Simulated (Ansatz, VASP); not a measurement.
# One calculation of SrTiO3, two programs

Contents of INCAR:

```
SYSTEM = SrTiO3
PREC     = Accurate       ! precision mode
ENCUT    = 520            ! plane-wave cutoff, eV
EDIFF    = 1E-6           ! SCF threshold, eV
ISMEAR   = 0              ! smearing method
SIGMA    = 0.05           ! smearing width, eV
LREAL    = .False.        ! projectors in reciprocal space
LASPH    = .True.         ! aspherical terms in the spheres
NELM     = 80             ! most SCF steps
ALGO     = Normal         ! electronic algorithm
ISIF     = 2              ! what is computed and relaxed
LWAVE    = .False.        ! write WAVECAR
LCHARG   = .True.         ! write CHGCAR
GGA      = PE             ! functional
LELF     = .True.         ! ELF
LVHAR    = .True.       
NBANDS   = 51             ! bands
```

KPOINTS

```
regular mesh
0
Gamma
  8 8 8
  0 0 0
```

POSCAR

```
SrTiO3
1.0
   -2.9953912364      2.8375221400      4.0651292310
    2.8375221400     -2.9953912364      4.0651292310
    2.8842881245      2.8842881245     -4.1762323429
Sr Ti O
2 2 6
Direct
    0.7500000000      0.2500000000      0.5000000000
    0.2500000000      0.7500000000      0.5000000000
    0.0000000000      0.0000000000      0.0000000000
    0.5000000000      0.5000000000      0.0000000000
    0.2500000000      0.2500000000      0.0000000000
    0.7500000000      0.7500000000      0.0000000000
    0.7280787197      0.2280787197      0.9561574394
    0.2280787197      0.2719212803      0.5000000000
    0.2719212803      0.7719212803      0.0438425606
    0.7719212803      0.7280787197      0.5000000000
```

Input for Ansatz:

```yaml
crystal:
  lattice:
    - [-2.9953912364, 2.83752214, 4.065129231]
    - [2.83752214, -2.9953912364, 4.065129231]
    - [2.8842881245, 2.8842881245, -4.1762323429]
  atoms:
    - { symbol: Sr, position: [0.75, 0.25, 0.5] }
    - { symbol: Sr, position: [0.25, 0.75, 0.5] }
    - { symbol: Ti, position: [0.0, 0.0, 0.0] }
    - { symbol: Ti, position: [0.5, 0.5, 0.0] }
    - { symbol: O, position: [0.25, 0.25, 0.0] }
    - { symbol: O, position: [0.75, 0.75, 0.0] }
    - { symbol: O, position: [0.7280787197, 0.2280787197, 0.9561574394] }
    - { symbol: O, position: [0.2280787197, 0.2719212803, 0.5] }
    - { symbol: O, position: [0.2719212803, 0.7719212803, 0.0438425606] }
    - { symbol: O, position: [0.7719212803, 0.7280787197, 0.5] }
basis:
  ecutwfc: 520.0
kpoints:
  mp_grid: { grid: [8, 8, 8] }
hamiltonian:
  xc: pbe
  pseudopotentials: { kind: paw, azcp: { folder: soft_1 } }
scf:
  occupations: { method: gaussian, width: 0.05 }
output:
  forces: true
  stress: true
  eigenvalues: true
```

Change from the starting cell: equal engineering shear yz, xz and xy -0.0400, equal normal strain along x, y and z +0.0300.

Alike in both runs: task single point; functional PBE; k mesh 8 × 8 × 8; occupations gaussian, width 0.05 eV; no spin polarisation.

|  | VASP | Ansatz |
| --- | --- | --- |
| version | VASP 6.6.1 | Ansatz 0.2.0 |
| potentials or method | VASP PAW PBE potentials, release 64 (Sr_sv, Ti_sv, O), cutoff 520 eV | scalar-relativistic, plane waves, PAW |
| valence electrons in the cell | 80 | 80 |

Ansatz gave:

| Item | Value |
| --- | --- |
| gap on the k mesh at the Fermi level (eV) | 1.58 |
| least direct gap on the mesh (eV) | 1.59 |
| pressure (GPa) | -12.0 |
| traceless stress, the component that is largest in VASP (GPa) | 3.80 |
| rms of the force components (eV/Å) | 0.029 |

Task: What did VASP give for the same quantities?

Result: gap on the k mesh at the Fermi level (eV): 1.55; least direct gap on the mesh (eV): 1.56; pressure (GPa): -11.5; traceless stress, the component that is largest in VASP (GPa): 3.81; rms of the force components (eV/Å): 0.030.

Atom by atom the forces differ by 0.002 eV/Å (rms over components).
